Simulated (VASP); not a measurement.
Input of a VASP 6.6.1 run:

The input INCAR:

```
PREC = Accurate
ENCUT = 600
EDIFF = 1E-6
ISMEAR = -1
SIGMA = 0.05
LREAL = False
LASPH = True
NELM = 150
ALGO = Normal
ISIF = 3
LWAVE = False
LCHARG = False
ISPIN = 2
MAGMOM = 2.5
LORBIT = 11
LMAXMIX = 4
GGA = PS
IBRION = 2
NSW = 80
EDIFFG = -0.01
```

Contents of KPOINTS:

```
Automatic mesh
0
Gamma
  15 15 15
```

The input POSCAR:

```
Fe
1.0
   -1.4332500000      1.4332500000      1.4332500000
    1.4332500000     -1.4332500000      1.4332500000
    1.4332500000      1.4332500000     -1.4332500000
Fe
1
Direct
    0.0000000000      0.0000000000      0.0000000000
```

Potentials or basis: VASP PAW PBE potentials, release 64 (Fe).

Run with:

```sh
$ cat potpaw_PBE.64/Fe/POTCAR > POTCAR
$ mpirun -np 1 vasp_std > vasp.out
```

(1) What does it give for the relaxed cell?

(2) Predict the relaxed volume.

(3) Estimate the net moment.

## Answers

(1) a = 2.415 Å, b = 2.415 Å, c = 2.415 Å, α = 109.47°, β = 109.47°, γ = 109.47°.

(2) 10.84 Å³/atom.

(3) 2.12 μB per cell.

Caveat: the PAW data sets were made with another functional, which shifts forces and pressure a little.
